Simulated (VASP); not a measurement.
# Ge: single point with PBE

The system is Ge.

```
Ge
1.0
     2.52160    0.00000    0.00000
     0.00000    2.52160    0.00000
     0.00000    0.00000    2.52160
Ge
1
Direct
  0.00000 0.00000 0.00000
```

This isn't the form of Ge at room conditions, which is diamond.

```yaml
Program: VASP 6.6.1
Task: single point
Functional: PBE
Potentials_or_basis: VASP PAW PBE potentials, release 64 (Ge_d)
Cutoff: 520 eV
k_mesh: 15 × 15 × 15
Occupations: fermi-dirac, width 0.05 eV
Spin: no spin polarisation
```

```yaml
Pressure: 24.1 GPa
Band_gap_on_the_k_mesh: zero (bands 7 and 8 overlap by 10.56 eV)
```

Levels at points of the mesh, in eV from the Fermi level:
| k point | band 4 | band 5 | band 6 | band 7 | band 8 | band 9 | band 10 | band 11 |
| --- | --- | --- | --- | --- | --- | --- | --- | --- |
| (0.00, 0.00, 0.00) | -24.52 | -24.52 | -14.65 | 7.82 | 7.82 | 7.82 | 10.91 | 10.91 |

It took 13 s on 1 thread of AMD EPYC 7R13 Processor (Zen 3), on a shared host, peak memory 0.11 GiB.

Caveat: the cell stands under pressure.
